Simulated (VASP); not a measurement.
The system is P.

```
P
1.0
    -1.56127    1.56127    1.56127
     1.56127   -1.56127    1.56127
     1.56127    1.56127   -1.56127
P
1
Direct
  0.00000 0.00000 0.00000
```

This isn't the form of P at room conditions, which is orthorhombic.

```yaml
Program: VASP 6.6.1
Task: relaxation of cell and atoms
Functional: LDA
Potentials_or_basis: VASP PAW LDA potentials, release 64 (P)
Cutoff: 600 eV
k_mesh: 14 × 14 × 14
Occupations: fermi-dirac, width 0.1 eV
Spin: no spin polarisation
```

At the start: pressure -10.2 GPa; volume 15.22 Å³/atom.

Where does the relaxation end?

Over 3 steps the energy falls by 57.5 meV/atom and the volume is 13.58 Å³/atom (-10.8 %); space group Im-3m (No. 229, to 0.1 Å) before and after.

Step by step:
| step | energy change (eV) | largest force (eV/Å) | pressure (GPa) | volume (Å³) |
| --- | --- | --- | --- | --- |
| 1 | 0.0000 | 0.0000 | -10.21 | 15.22 |
| 2 | -0.0532 | 0.0000 | 3.58 | 13.18 |
| 3 | -0.0575 | 0.0000 | 0.04 | 13.58 |

Final structure:
```
P
1.0
    -1.50293    1.50293    1.50293
     1.50293   -1.50293    1.50293
     1.50293    1.50293   -1.50293
P
1
Cartesian
  0.0000 0.0000 0.0000
```
